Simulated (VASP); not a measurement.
Input of a VASP 6.6.1 run:

INCAR

```
SYSTEM = WC
  ALGO = Normal
  EDIFF = 1E-7
  ENCUT = 520
  GGA = PE
  ISIF = 2
  ISMEAR = 0
  LASPH = .True.
  LCHARG = .False.
  LREAL = .False.
  LWAVE = .False.
  NBANDS = 16
  NELM = 80
  PREC = Accurate
  SIGMA = 0.15
```

KPOINTS

```
k-points
0
Gamma
  18 18 16
  0 0 0
```

Contents of POSCAR:

```
WC
1.0
    2.9005014360      0.0000000000      0.0000000000
   -1.4502507180      2.5119079273      0.0000000000
    0.0000000000      0.0000000000      2.8290000000
W C
1 1
Direct
    0.1153616121      0.0844505613     -0.1060445387
    0.6666666667      0.3333333333      0.5000000000
```

Potentials or basis: VASP PAW PBE potentials, release 64 (W_sv, C).

Launch:

```console
$ cat potpaw_PBE.64/W_sv/POTCAR potpaw_PBE.64/C/POTCAR > POTCAR
$ mpirun -np 1 vasp_std > vasp.out
```

Question: Estimate the pressure.

Answer: 48.6 GPa.

Question: Predict the largest force.

Answer: 9.738 eV/Å.

Question: Estimate the band gap on the k mesh.

Answer: Zero (bands 9 and 10 overlap by 0.93 eV).

Stress tensor (GPa, compression positive):
```
 63.26  22.68 -38.99
 22.68  21.81 -24.75
-38.99 -24.75  60.83
```

Caveat: the cell differs from its parent crystal (atom 1 (W) moved by (+0.300, -0.300) A along [1 1 0] and z); the cell stands under pressure; spin-orbit coupling is left out, which moves the levels of the heavy elements; forces of over 1 eV/Å act on the atoms, so gaps and moduli don't describe the material at rest.
